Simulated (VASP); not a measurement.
Set up this calculation in VASP 6.6.1, as the native input.

```
Task                   : single point
Functional             : PBE
Potentials or basis    : VASP PAW PBE potentials, release 64 (Pt, Se)
Cutoff                 : 520 eV
k mesh                 : 8 × 8 × 4
Occupations            : methfessel-paxton, width 0.05 eV
Spin                   : non-collinear spin, zero start, spin-orbit coupling
Starting moments       : [[0.0, 0.0, 0.0], [0.0, 0.0, 0.0], [0.0, 0.0, 0.0]] μB
Dipole correction      : no
Further INCAR settings : ALGO = Normal; EDIFF = 1e-06; NBANDS = 35
```

The structure of PtSe2 lies in POSCAR:

```
PtSe2
1.0
    3.7492352056      0.0000000000      0.0000000000
   -1.8746176028      3.2469329328      0.0000000000
    0.0000000000      0.0000000000      6.5290296326
Pt Se
1 2
Direct
    0.0000000000      0.0000000000      0.0000000000
    0.3333333333      0.6666666667      0.2006362891
    0.6666666667      0.3333333333      0.7993637109
```

One way to write it, as run:

INCAR

```
SYSTEM = PtSe2
ALGO = Normal
EDIFF = 1E-6
ENCUT = 520
GGA = PE
GGA_COMPAT = .False.
ISIF = 2
ISMEAR = 1
LASPH = .True.
LCHARG = .False.
LMAXMIX = 4
LORBIT = 11
LORBMOM = .True.
LREAL = .False.
LSORBIT = .True.
LWAVE = .False.
MAGMOM = 0 0 0 0 0 0 0 0 0
NBANDS = 35
NELM = 150
PREC = Accurate
SIGMA = 0.05
```

KPOINTS

```
k-points
0
Gamma
  8 8 4
  0 0 0
```

Potentials or basis: VASP PAW PBE potentials, release 64 (Pt, Se).

Launch:

```sh
$ cat potpaw_PBE.64/Pt/POTCAR potpaw_PBE.64/Se/POTCAR > POTCAR
$ mpirun -np 1 vasp_ncl > vasp.out
```

Results of the run:

| Item | Value |
| --- | --- |
| Pressure | 0.1 GPa |
| Largest force | 0.009 eV/Å |
| Net moment | 0.00 μB per cell |
| Valence electrons inside the program's atomic spheres | Pt 9.33; Se 3.77 |

Caveat: this functional lacks dispersion, which binds layers or chains, so the pressure and a relaxed spacing across them are unreliable.

Run time: 4.6 min on 1 thread of Oxide Virtual Turin-like Processor, with other jobs on the host, peak memory 0.39 GiB.
